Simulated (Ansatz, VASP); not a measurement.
**W3O in VASP and in Ansatz**

```xyz
8
Lattice="4.8313 0.0000 0.0000 0.0000 4.8313 0.0000 0.0000 0.0000 4.8313" Properties=species:S:1:pos:R:3 pbc="T T T"
W     2.4157    3.6485    0.0000
W     0.0000    2.4407    3.6235
W     1.2078    0.0250    2.4157
W     2.4157    1.2328    0.0000
W     0.0000    2.4407    1.2078
W     3.6235    0.0250    2.4157
O     2.4157    2.4157    2.4157
O     0.0000    0.0000    0.0000
```

Change from the starting cell: all W atoms moved +0.025 Å, as atom 1 along Cartesian [0 1 0].

Alike in both runs: task single point; functional PBEsol; k mesh 8 × 8 × 8; occupations gaussian, width 0.15 eV; no spin polarisation.

|  | VASP | Ansatz |
| --- | --- | --- |
| version | VASP 6.6.1 | Ansatz 0.2.0 |
| potentials or method | VASP PAW PBE potentials, release 64 (W_sv, O), cutoff 520 eV | scalar-relativistic, plane waves, PAW |
| valence electrons in the cell | 96 | 96 |

|  | VASP | Ansatz | Ansatz less VASP |
| --- | --- | --- | --- |
| gap on the k mesh at the Fermi level (eV) | none | none | - |
| pressure (GPa) | 1.0 | 0.0 | -1.04 |
| rms of the force components (eV/Å) | 0.036 | 0.037 | +0.0011 |

VASP's potentials were made for PBE, not for PBEsol. Atom by atom the forces differ by 0.001 eV/Å (rms over components). A gap of «none» marks a metal or a gap that the smearing closes.

Neither program's run includes spin-orbit coupling.
